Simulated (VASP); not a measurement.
Wanted: the native input for a VASP 6.6.1 run.

| Property | Result |
| --- | --- |
| Task | single point |
| Functional | PBE |
| Potentials or basis | VASP PAW PBE potentials, release 64 (In_d, B, As) |
| Cutoff | 520 eV |
| k mesh | 4 × 4 × 4 |
| Occupations | gaussian, width 0.1 eV |
| Spin | no spin polarisation |
| Dipole correction | no |
| Further INCAR settings | ALGO = Normal; EDIFF = 1e-06; NBANDS = 26 |

The structure of InB2As3 lies in POSCAR:

```
InB2As3
1.0
    1.8410992792     -6.6989335198      0.0000000000
    1.8410992792      6.6989335198      0.0000000000
    0.0000000000      0.0000000000      5.2110750090
In B As
1 2 3
Direct
    0.0000000000      0.0000000000      0.0000000000
    0.0815660224      0.9184339776      0.5000000000
    0.9184339776      0.0815660224      0.5000000000
    0.5000000000      0.5000000000      0.5000000000
    0.3082395397      0.6917604603      0.0000000000
    0.6917604603      0.3082395397      0.0000000000
```

The cell was built from a structure type or drawn by symmetry, and may not be a known phase.

These files were run (other wordings do the same):

INCAR

```
SYSTEM = InB2As3
  PREC = Accurate
  ENCUT = 520
  EDIFF = 1E-6
  ISMEAR = 0
  SIGMA = 0.1
  LREAL = .FALSE.
  LASPH = .TRUE.
  NELM = 80
  ALGO = Normal
  ISIF = 2
  LWAVE = .FALSE.
  LCHARG = .FALSE.
  GGA = PE
  NBANDS = 26
```

KPOINTS

```
regular mesh
0
G
  4 4 4
  0 0 0
```

Potentials or basis: VASP PAW PBE potentials, release 64 (In_d, B, As).

Launch:

```sh
$ cat potpaw_PBE.64/In_d/POTCAR potpaw_PBE.64/B/POTCAR potpaw_PBE.64/As/POTCAR > POTCAR
$ mpirun -np 1 vasp_std > vasp.out
```

Results of the run:

| Item | Value |
| --- | --- |
| Pressure | 0.1 GPa |
| Largest force | 0.042 eV/Å |
| Band gap on the k mesh | zero (bands 17 and 18 overlap by 0.78 eV) |

Caveat: the k points lie up to 0.44 Å⁻¹ apart, too coarse for converged energies and pressures of a metal; semilocal functionals underestimate gaps, so a narrow gap can read as zero; spin-orbit coupling is left out, which moves the levels of the heavy elements.

Run time: 61 s on 1 thread of Intel(R) Xeon(R) 6975P-C (Granite Rapids) (shared host), peak memory 0.36 GiB.
